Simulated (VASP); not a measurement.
Write the native input for VASP 6.6.1 that does the following.

| Item | Value |
| --- | --- |
| Task | relaxation of cell and atoms |
| Functional | PBEsol |
| Potentials or basis | VASP PAW PBE potentials, release 64 (Pd) |
| Cutoff | 600 eV |
| k mesh | 19 × 19 × 19 |
| Occupations | fermi-dirac, width 0.1 eV |
| Spin | no spin polarisation |
| Dipole correction | no |
| Further INCAR settings | ALGO = Normal; EDIFF = 1e-07; IBRION = 2; EDIFFG = -0.03; NSW = 50; ISIF = 3 |

The structure of Pd lies in POSCAR:

```
Pd
1.0
    0.0000000000      1.9465000000      1.9465000000
    1.9465000000      0.0000000000      1.9465000000
    1.9465000000      1.9465000000      0.0000000000
Pd
1
Direct
    0.0000000000      0.0000000000      0.0000000000
```

One way to write it, as run:

INCAR

```
PREC = Accurate
ENCUT = 600
EDIFF = 1E-7
ISMEAR = -1
SIGMA = 0.1
LREAL = False
LASPH = True
NELM = 80
ALGO = Normal
ISIF = 3
LWAVE = False
LCHARG = False
GGA = PS
IBRION = 2
NSW = 50
EDIFFG = -0.03
```

KPOINTS

```
regular mesh
0
Gamma
  19 19 19
```

Potentials or basis: VASP PAW PBE potentials, release 64 (Pd).

Command:

```console
$ cat potpaw_PBE.64/Pd/POTCAR > POTCAR
$ mpirun -np 1 vasp_std > vasp.out
```

Results of the run:

```yaml
Relaxed_volume: 14.56 Å³/atom
Relaxed_cell: a = 2.741 Å, b = 2.741 Å, c = 2.741 Å, α = 60.00°, β = 60.00°, γ = 60.00°
Space_group_after_relaxing_to_0.1_Å: Fm-3m (No. 225)
Energy_gained_by_relaxing: 1.6 meV/atom
Ionic_steps: 3
Pressure_after_relaxing: 0.0 GPa
Band_gap_on_the_k_mesh: zero (bands 5 and 6 overlap by 1.61 eV)
```

Caveat: the PAW data sets were made with another functional, which shifts forces and pressure a little.

Wall time 2.2 min on 1 thread of AMD EPYC 7R13, on a shared host, peak memory 0.15 GiB.
